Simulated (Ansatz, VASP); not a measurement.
**Rh in VASP and in Ansatz**

```
Rh
1.0
    -1.53620    1.53620    1.53620
     1.53620   -1.53620    1.53620
     1.53620    1.53620   -1.53620
Rh
1
Direct
  0.00000 0.00000 0.00000
```

Alike in both runs: functional PBE; k mesh 15 × 15 × 15; occupations fermi-dirac, width 0.1 eV; no spin polarisation.

Ansatz relaxed the structure, and its values are those at the end. VASP's run is a single point on that final structure, the one shown.

|  | VASP | Ansatz |
| --- | --- | --- |
| version | VASP 6.6.1 | Ansatz 0.2.0 |
| potentials or method | VASP PAW PBE potentials, release 64 (Rh_pv), cutoff 500 eV | plane waves (420 eV) with PAW, scalar-relativistic |
| valence electrons in the cell | 15 | 17 |

Ansatz gave:

| Quantity | Value |
| --- | --- |
| pressure (GPa) | 0.0 |

Q: Estimate VASP's values.

A: Pressure (GPa): 0.1.

VASP's potentials hold 15 valence electrons a cell and Ansatz's 17, so a difference there can come from the potentials and not from the codes.
